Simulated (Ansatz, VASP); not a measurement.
**Two plane-wave programs on Sb**

The input INCAR:

```
PREC = Accurate
ENCUT = 520
EDIFF = 1E-6
ISMEAR = 0
SIGMA = 0.05
LREAL = F
LASPH = T
NELM = 80
ALGO = Normal
ISIF = 2
LWAVE = F
LCHARG = F
GGA = PE
NBANDS = 12
```

File KPOINTS:

```
Automatic mesh
0
Gamma
  12 10 10
```

Contents of POSCAR:

```
Sb
1.0
    3.1224020000      0.0000000000      0.0000000000
    0.0000000000      4.3475180000      0.0000000000
   -0.0389150000      0.0000000000      4.4058520000
Sb
2
Direct
    0.9886110000      0.7500000000      0.7588340000
    0.0113890000      0.2500000000      0.2411660000
```

Input for Ansatz:

```yaml
crystal:
  lattice:
    - [3.122402, 0.0, 0.0]
    - [0.0, 4.347518, 0.0]
    - [-0.038915, 0.0, 4.405852]
  atoms:
    - { symbol: Sb, position: [0.988611, 0.75, 0.758834] }
    - { symbol: Sb, position: [0.011389, 0.25, 0.241166] }
basis:
  ecutwfc: 420
kpoints:
  mp_grid: { grid: [12, 10, 10] }
hamiltonian:
  xc: pbe
scf:
  occupations: { method: gaussian, width: 0.05 }
output:
  forces: true
  eigenvalues: true
  eigenstates:
    nscf_kmesh: { grid: [18, 14, 14] }
    top_band: c6
    de_dk: true
    localisation: false
  stress: true
checkpoint:
  write: ck
  compress: false
  write_wavefunctions: false
  write_every: 100000
```

Alike in both runs: task single point; functional PBE; k mesh 12 × 10 × 10; occupations gaussian, width 0.05 eV; no spin polarisation.

|  | VASP | Ansatz |
| --- | --- | --- |
| version | VASP 6.6.1 | Ansatz 0.2.0 |
| potentials or method | VASP PAW PBE potentials, release 64 (Sb), cutoff 520 eV | scalar-relativistic, plane waves, PAW |
| valence electrons in the cell | 10 | 30 |

```csv
,VASP,Ansatz,Ansatz less VASP
pressure (GPa),0.4,0.4,+0.02
"traceless stress, the component that is largest in VASP (GPa)",-0.95,-0.95,+0.001
rms of the force components (eV/Å),0.060,0.056,-0.0041
```

Atom by atom the forces differ by 0.004 eV/Å (rms over components). VASP's potentials hold 10 valence electrons a cell and Ansatz's 30, so a difference there can come from the potentials and not from the codes.

Spin-orbit coupling is off throughout.
